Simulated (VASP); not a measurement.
Runs of VASP 6.6.1 on SnTe. The structure is that of space group Fm-3m (No. 225), or close to it. The cells are those of the table. 

```csv
task,cell,gap on the mesh (eV),pressure (GPa)
single point,"a = 4.470 Å, angles 60.0°, 2 atoms",0.09,-2.0
single point,"a = 4.357 Å, angles 60.0°, 2 atoms",0.32,2.0
single point,"a = 4.293 Å, angles 60.0°, 2 atoms",0.26,5.0
relaxation of cell and atoms,"relaxed to -2 GPa from a = 4.456 Å, angles 60.0°, 2 atoms",0.09,-2.0
single point,"a = 4.409 Å, angles 60.0°, 2 atoms",0.21,0.0
relaxation of cell and atoms,"relaxed from a = 4.456 Å, angles 60.0°, 2 atoms",0.21,0.0
relaxation of cell and atoms,"relaxed to 10 GPa from a = 4.456 Å, angles 60.0°, 2 atoms",0.03,10.0
single point,"a = 4.209 Å, angles 60.0°, 2 atoms",0.02,(b)
relaxation of cell and atoms,"relaxed to 2 GPa from a = 4.456 Å, angles 60.0°, 2 atoms",(a),2.0
relaxation of cell and atoms,"relaxed to 5 GPa from a = 4.456 Å, angles 60.0°, 2 atoms",0.26,5.0
```

Alike in all rows: level LDA; potentials or basis VASP PAW LDA potentials, release 64 (Sn_d, Te); no spin polarisation; k mesh 6 × 6 × 6; cutoff (eV) 500; smearing gaussian 0.01 eV.

Fill in the values left out.

(a) 0.31; (b) 10.1.

Caveats: spin-orbit coupling is left out, which moves the levels of the heavy elements; the cell is relaxed towards a set pressure, so the enthalpy falls and the energy may rise (some runs).

A k mesh can miss the band edges, and the runs leave out spin-orbit coupling on Sn, Te.
